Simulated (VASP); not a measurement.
**Si2Ni: single point with LDA**

The system is Si2Ni.

```
Ni Si
1.0
     0.00000    2.66647    2.66647
     2.66647    0.00000    2.66647
     2.66647    2.66647    0.00000
Ni Si
1 2
Direct
  0.00000 0.00000 0.00000
  0.75000 0.75000 0.75000
  0.25000 0.25000 0.25000
```

```json
{"Program": "VASP 6.6.1", "Task": "single point", "Functional": "LDA", "Potentials or basis": "VASP PAW LDA potentials, release 64 (Ni, Si)", "Cutoff": "520 eV", "k mesh": "9 × 9 × 9", "Occupations": "fermi-dirac, width 0.05 eV", "Spin": "collinear spin, ferromagnetic start", "Starting moments": "[1.0, 0.0, 0.0] μB"}
```

```
Pressure                                              : 2.3 GPa
Band gap on the k mesh                                : zero (filled and empty bands overlap)
Net moment                                            : 0.00 μB per cell
Valence electrons inside the program's atomic spheres : Ni 9.94; Si 1.62
```

Levels at points of the mesh, in eV from the Fermi level:
Spin up:
| k point | band 5 | band 6 | band 7 | band 8 | band 9 | band 10 | band 11 | band 12 | band 13 | band 14 |
| --- | --- | --- | --- | --- | --- | --- | --- | --- | --- | --- |
| (0.00, 0.00, 0.00) | -3.79 | -3.79 | -0.08 | 1.74 | 1.74 | 1.74 | 2.19 | 2.19 | 2.19 | 4.75 |
Spin down:
```
           k point  band 5  band 6  band 7  band 8  band 9  band 10  band 11  band 12  band 13  band 14
(0.00, 0.00, 0.00)   -3.79   -3.79   -0.08    1.74    1.74     1.74     2.19     2.19     2.19     4.75
```

It took 32 s on 1 thread of Intel(R) Xeon(R) Platinum 8488C (Sapphire Rapids) (shared host), peak memory 0.16 GiB.

Caveat: the moments typed at the start vanished in this run.
